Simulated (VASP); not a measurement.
# VPt (P4/mmm) in VASP: vibrations by perturbation theory with LDA

Aim: the vibrations by perturbation theory of VPt with LDA.

All numbers are computed with VASP 6.6.1; they aren't measurements. Logs are shortened: lines on timing, memory, paths and dates and some standing lists are left out, and cuts for length are marked.

## (1) The cell of the first run

It takes space group P4/mmm (No. 123, tetragonal). The conventional cell has a = 2.655 Å, b = 2.655 Å, c = 3.831 Å, α = 90.00°, β = 90.00°, γ = 90.00°. V (site symmetry 4/mmm) has 4 V at 2.65 Å and 8 Pt at 2.68 Å within 3.5 Å. Pt (site symmetry 4/mmm) has 4 Pt at 2.65 Å and 8 V at 2.68 Å within 3.5 Å.

## (2) Vibrations by perturbation theory, LDA

Input file INCAR:

```
PREC = Accurate ; ENCUT = 520
EDIFF = 1E-8 ; ISMEAR = -1
SIGMA = 0.15 ; LREAL = False
LASPH = True ; NELM = 60
ALGO = Normal ; ISIF = 2
LWAVE = False ; LCHARG = False
GGA = CA ; NBANDS = 18
IBRION = 8 ; NSW = 1
```

Input file KPOINTS:

```
regular mesh
0
Gamma
  16 16 12
```

Input file POSCAR:

```
VPt
1.0
    2.6548819647      0.0000000000      0.0000000000
    0.0000000000      2.6548819647      0.0000000000
    0.0000000000      0.0000000000      3.8308134572
V Pt
1 1
Direct
    0.5000000000      0.5000000000      0.5000000000
    0.0000000000      0.0000000000      0.0000000000
```

Potentials or basis: VASP PAW LDA potentials, release 64 (V_sv, Pt).

The run is started by

```bash
> cat potpaw_LDA.64/V_sv/POTCAR potpaw_LDA.64/Pt/POTCAR > POTCAR
> mpirun -np 1 vasp_std > vasp.out
```

OUTCAR:

```text
PREC = Accurate
   ENCUT = 520
   EDIFF = 1E-8
   ISMEAR = -1
   LREAL = False
   LASPH = True
   NELM = 60
   ISIF = 2
   GGA = CA
   IBRION = 8
   NSW = 1

 ion  position               nearest neighbor table
   1  0.500  0.500  0.500-   2 2.68   2 2.68   2 2.68   2 2.68   2 2.68   2 2.68   2 2.68   2 2.68

   2  0.000  0.000  0.000-   1 2.68   1 2.68   1 2.68   1 2.68   1 2.68   1 2.68   1 2.68   1 2.68

  LATTYP: Found a simple tetragonal cell.
 ALAT       =     2.6548819647
 C/A-ratio  =     1.4429317417

  Lattice vectors:

 A1 = (   2.6548819647,   0.0000000000,   0.0000000000)
 A2 = (   0.0000000000,   2.6548819647,   0.0000000000)
 A3 = (   0.0000000000,   0.0000000000,   3.8308134572)

Analysis of symmetry for initial positions (statically):
=====================================================================
 Subroutine PRICEL returns:
 Original cell was already a primitive cell.

 Routine SETGRP: Setting up the symmetry group for a
 simple tetragonal supercell.

 Subroutine GETGRP returns: Found 16 space group operations
 (whereof 16 operations were pure point group operations)
 out of a pool of 16 trial point group operations.

The static configuration has the point symmetry D_4h.

Analysis of symmetry for dynamics (positions and initial velocities):
=====================================================================
 Subroutine PRICEL returns:
 Original cell was already a primitive cell.

 Routine SETGRP: Setting up the symmetry group for a
 simple tetragonal supercell.

 Subroutine GETGRP returns: Found 16 space group operations
 (whereof 16 operations were pure point group operations)
 out of a pool of 16 trial point group operations.

The dynamic configuration has the point symmetry D_4h.

 Subroutine INISYM returns: Found 16 space group operations
 (whereof 16 operations are pure point group operations),
 and found     1 'primitive' translations

----------------------------------------------------------------------------------------

                                     Primitive cell

  volume of cell :      27.0011

  direct lattice vectors                    reciprocal lattice vectors
     2.654881965  0.000000000  0.000000000     0.376664580  0.000000000  0.000000000
     0.000000000  2.654881965  0.000000000     0.000000000  0.376664580  0.000000000
     0.000000000  0.000000000  3.830813457     0.000000000  0.000000000  0.261041163

  length of vectors
     2.654881965  2.654881965  3.830813457     0.376664580  0.376664580  0.261041163

  position of ions in fractional coordinates (direct lattice)
     0.500000000  0.500000000  0.500000000
     0.000000000  0.000000000  0.000000000

  ion indices of the primitive-cell ions
   primitive index   ion index
                 1           1
                 2           2

----------------------------------------------------------------------------------------

 KPOINTS: regular mesh

Automatic generation of k-mesh.
 Grid dimensions read from file:
 generate k-points for:   16   16   12

 Generating k-lattice:

  Cartesian coordinates                     Fractional coordinates (reciprocal lattice)
     0.023541536  0.000000000  0.000000000     0.062500000  0.000000000  0.000000000
     0.000000000  0.023541536  0.000000000     0.000000000  0.062500000  0.000000000
     0.000000000  0.000000000  0.021753430     0.000000000  0.000000000  0.083333333

  Length of vectors
     0.023541536  0.023541536  0.021753430

[... 68 lines left out ...]
   ISMEAR =    -1;   SIGMA  =   0.15  broadening in eV -4-tet -1-fermi 0-gaus
   EFERMI_NEDOS =   21; number of points for ismear=-14 and -15
   IALGO  =     38    algorithm
   IMIX   =      4    mixing-type and parameters
     AMIX     =   0.40;   BMIX     =  1.00
     AMIX_MAG =   1.60;   BMIX_MAG =  1.00
  volume/ion in A,a.u.               =      13.50        91.11
  Fermi-wavevector in a.u.,A,eV,Ry     =   1.551876  2.932620 32.767163  2.408319
  Thomas-Fermi vector in A             =   2.656332
   LORBIT       =      0    0 simple, 1 ext, 2 COOP (PROOUT), +10 PAW based schemes
   GGA     = CA    functional components
   LHFCALC =     F    Hartree Fock is set to
   AEXX    =    0.0000 exact exchange contribution
   IVDW    =     0    specifies the selected vdW correction
   LEPSILON=     F    determine dielectric tensor
   LRPA    =     F    only Hartree local field effects (RPA)
 non-spin polarized calculation
  energy-cutoff  :      520.00
  volume of cell :       27.00
 maximum number of plane-waves:       744
 NGX is ok and might be reduce to    20
   NGX =  9   NGY =  9   NGZ = 15

--------------------------------------- Ionic step        1  -------------------------------------------

 number of electron      22.9999998 magnetization

 Free energy of the ion-electron system (eV)
  ---------------------------------------------------
  ext. energy  EPLUGINS =         0.00000000
  ---------------------------------------------------
  free energy    TOTEN  =       -18.66174484 eV

  energy without entropy =      -18.54151938  energy(sigma->0) =      -18.60163211

 E-fermi :  11.8211     XC(G=0): -13.7964

 val. band max:       11.8155003914   @ k =   0.2500   0.2500   0.0000
 cond. band min:      11.8230914304   @ k =   0.3125   0.1875   0.5000
 fundamental gap:      0.0075910390
 Fermi energy:        11.8210784534

 k-point     1 :       0.0000    0.0000    0.0000
  band No.  band energies     occupation
      1     -51.8089      2.00000
      2     -26.2076      2.00000
      3     -25.7295      2.00000
      4     -25.7295      2.00000
      5       2.0241      2.00000
      6       4.8555      2.00000
[... 481 lines left out ...]
      5       5.7790      2.00000
      6       6.2242      2.00000
[... 10 lines left out ...]
     17      24.0012      0.00000
     18      24.1468      0.00000

 [... further k-points ...]
[... 5 lines left out ...]
  --------------------------------------------------------------------------------------
  -------------------------------------------------------------------------------------
  Total        0.1306045      0.1306045      0.1372816      0.0000000      0.0000000      0.0000000
  in kB        7.7497439      7.7497439      8.1459437      0.0000000      0.0000000      0.0000000
  external PRESSURE =       7.8818105 kB  Pullay stress =       0.0000000 kB

 VOLUME and BASIS-vectors are now :
 -----------------------------------------------------------------------------
  energy-cutoff  :      520.00
  volume of cell :       27.00
      direct lattice vectors                 reciprocal lattice vectors
     2.654881965  0.000000000  0.000000000     0.376664580  0.000000000  0.000000000
     0.000000000  2.654881965  0.000000000     0.000000000  0.376664580  0.000000000
     0.000000000  0.000000000  3.830813457     0.000000000  0.000000000  0.261041163

 POSITION                                       TOTAL-FORCE (eV/Angst)
 -----------------------------------------------------------------------------------
      1.32744      1.32744      1.91541         0.000000      0.000000      0.000000
      0.00000      0.00000      0.00000         0.000000      0.000000      0.000000
 -----------------------------------------------------------------------------------
    total drift:                               -0.000000      0.000000      0.000000

  FREE ENERGIE OF THE ION-ELECTRON SYSTEM (eV)
  ---------------------------------------------------
  free  energy   TOTEN  =       -18.6617448377 eV

  energy  without entropy=      -18.5415193835  energy(sigma->0) =      -18.60163211

[... ionic steps 2 to 3 ...]

--------------------------------------- Ionic step        4  -------------------------------------------

------------------------ aborting loop because EDIFF is reached ----------------------------------------
[... 11 lines left out ...]
[... ionic steps 8 to 8 ...]

--------------------------------------- Ionic step        9  -------------------------------------------

 Free energy of the ion-electron system (eV)
  ---------------------------------------------------
  ---------------------------------------------------
  free energy    TOTEN  =        -0.26772850 eV

  energy without entropy =       -0.26772853

------------------------ aborting loop because EDIFF is reached ----------------------------------------

 INTERNAL STRAIN TENSOR  FOR ION    2  DIRECTION 3   (eV/Angst):
 -----------------------------------------------------------------------------
    -0.00018  0.00000 -0.00000
     0.00000 -0.00018  0.00000
     0.00000  0.00000 -0.01346

 INTERNAL STRAIN TENSOR FOR ION    2 for displacements in x,y,z  (eV/Angst):
          X           Y           Z          XY          YZ          ZX
  --------------------------------------------------------------------------------
  x     0.00000     0.00000     0.00000     0.00000     0.00000     0.00000
  y     0.00000     0.00000     0.00000     0.00000     0.00000     0.00000
  z     0.00000     0.00000     0.00000     0.00000     0.00000     0.00000

 SECOND DERIVATIVES (NOT SYMMETRIZED)
 ------------------------------------
               1X          1Y          1Z          2X          2Y          2Z
  1X    -4.715233    0.000000    0.000000    4.715233    0.000000    0.000000
  1Y     0.000000   -4.715233    0.000000    0.000000    4.715233    0.000000
  1Z     0.000000    0.000000   -8.283918    0.000000    0.000000    8.283918
  2X     4.729162    0.000000    0.000000   -4.729162    0.000000    0.000000
  2Y     0.000000    4.729162    0.000000    0.000000   -4.729162    0.000000
  2Z     0.000000   -0.000000    8.305223    0.000000    0.000000   -8.305223

 Eigenvectors and eigenvalues of the dynamical matrix
 ----------------------------------------------------

   1 f  =    7.081582 THz    44.494891 2PiTHz  236.216143 cm-1    29.287056 meV
             X         Y         Z           dx          dy          dz
      1.327441  1.327441  1.915407     0.000000   -0.000000    0.890235
      0.000000  0.000000  0.000000     0.000000    0.000000   -0.455502
[... 21 lines left out ...]
   6 f/i=    0.003688 THz     0.023171 2PiTHz    0.123012 cm-1     0.015252 meV
             X         Y         Z           dx          dy          dz
      1.327441  1.327441  1.915407     0.000000    0.000000   -0.455502
      0.000000  0.000000  0.000000     0.000000    0.000000   -0.890235

--------------------------------------------------------------------------------------------------------

 ELASTIC MODULI CONTR FROM IONIC RELAXATION (kBar)
 Direction    XX          YY          ZZ          XY          YZ          ZX
 --------------------------------------------------------------------------------
 XX           0.0000      0.0000      0.0000      0.0000      0.0000      0.0000
 YY           0.0000      0.0000      0.0000      0.0000      0.0000      0.0000
 ZZ           0.0000      0.0000      0.0000      0.0000      0.0000      0.0000
 XY           0.0000      0.0000      0.0000      0.0000      0.0000      0.0000
 YZ           0.0000      0.0000      0.0000      0.0000      0.0000      0.0000
 ZX           0.0000      0.0000      0.0000      0.0000      0.0000      0.0000
 --------------------------------------------------------------------------------
```

It took 21 min on 1 thread of Oxide Virtual Turin-like, shared host; peak memory 0.61 GiB.

Results:

```yaml
Highest_phonon_frequency_at_Γ: 236 cm⁻¹
```

Phonon frequencies in cm⁻¹ (negative: imaginary):
```tsv
q point	frequencies
(0.000, 0.000, 0.000)	0 0 0 178 178 236
```

Caveat: spin-orbit coupling is left out, which moves the levels of the heavy elements.
